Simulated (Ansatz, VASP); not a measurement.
Given: the input of a run of Ansatz 0.2.0 on CdSe.

File input.yaml:

```yaml
crystal:
  lattice:
    - [0.0, 3.0702711986, 3.0702711986]
    - [3.0702711986, 0.0, 3.0702711986]
    - [3.0702711986, 3.0702711986, 0.0]
  atoms:
    - { symbol: Cd, position: [0.0, 0.0, 0.0] }
    - { symbol: Se, position: [0.25, 0.25, 0.25] }
hamiltonian:
  xc:
    exchange: hjs_pbesol
    correlation: pbesol
    exx: { coeff: 0.25, omega: 0.207 }
  pseudopotentials: { kind: paw }
kpoints:
  mp_grid: { grid: [4, 4, 4] }
scf:
  occupations: { method: fermi_dirac, width: 0.05 }
output:
  forces: true
  stress: true
relax:
  f_tol: 0.01
  max_steps: 40
  cell: { stress_tol: 0.05 }
```

Potentials or basis: Ansatz PAW.

Run with:

```console
$ ansatz run input.yaml --threads 2 --pin off --max-ram 5632MiB --backend cpu --events-out ev --progress --plain --runs-dir out
```

**Question.** Set up the same calculation for VASP 6.6.1. Potentials there: VASP PAW PBE potentials, release 64 (Cd, Se).

**Answer.** As run (the cutoff follows the program's own potentials):

The input POSCAR:

```
CdSe
1.0
    0.0000000000      3.0702711986      3.0702711986
    3.0702711986      0.0000000000      3.0702711986
    3.0702711986      3.0702711986      0.0000000000
Cd Se
1 1
Direct
    0.0000000000      0.0000000000      0.0000000000
    0.2500000000      0.2500000000      0.2500000000
```

The input INCAR.step1:

```
SYSTEM = CdSe
  PREC = Accurate
  ENCUT = 500
  EDIFF = 1E-5
  ISMEAR = -1
  SIGMA = 0.05
  LREAL = .FALSE.
  LASPH = .TRUE.
  NELM = 120
  ALGO = Normal
  LWAVE = .TRUE.
  LCHARG = .FALSE.
  GGA = PE
  NBANDS = 16
  GGA_COMPAT = .FALSE.
  IBRION = 2
  ISIF = 3
  EDIFFG = -0.005
  NELMIN = 4
  NSW = 100
```

The input INCAR.step2:

```
SYSTEM = CdSe
  PREC = Accurate
  ENCUT = 500
  EDIFF = 1E-7
  ISMEAR = -1
  SIGMA = 0.05
  LREAL = .FALSE.
  LASPH = .TRUE.
  NELM = 120
  ALGO = Normal
  ISIF = 3
  LWAVE = .FALSE.
  LCHARG = .FALSE.
  GGA = PS
  LHFCALC = .TRUE.
  AEXX = 0.25
  HFSCREEN = 0.207
  PRECFOCK = Normal
  IBRION = 2
  NSW = 60
  EDIFFG = -0.01
  ISTART = 1
  GGA_COMPAT = .FALSE.
  NELMIN = 4
```

The input KPOINTS:

```
Automatic mesh
0
G
  4 4 4
  0 0 0
```

Potentials or basis: VASP PAW PBE potentials, release 64 (Cd, Se).

Run with:

```bash
$ cat potpaw_PBE.64/Cd/POTCAR potpaw_PBE.64/Se/POTCAR > POTCAR
$ cp INCAR.step1 INCAR
$ mpirun -np 1 vasp_std > vasp.out
$ cp INCAR.step2 INCAR
$ mpirun -np 1 vasp_std > vasp.out
```

Both were run:

|  | VASP | Ansatz | Ansatz less VASP |
| --- | --- | --- | --- |
| gap on the k mesh at the Fermi level, each at its own relaxed structure (eV) | 1.42 | 1.42 | +0.002 |
| relaxed volume (Å³/atom) | 28.13 | 28.03 | -0.097 |
| relaxed cell length with the largest relative difference (Å) | 4.301 | 4.296 | -0.0050 |

VASP's potentials were made for PBE, not for PBEsol-based screened hybrid. VASP's potentials hold 18 valence electrons a cell and Ansatz's 36, so a difference there can come from the potentials and not from the codes.

The k mesh is coarse, so the values compare programs but aren't converged. Noted on Ansatz's run: the plane-wave basis is chosen anew once the cell has moved, so the energies of steps on either side of that aren't comparable.
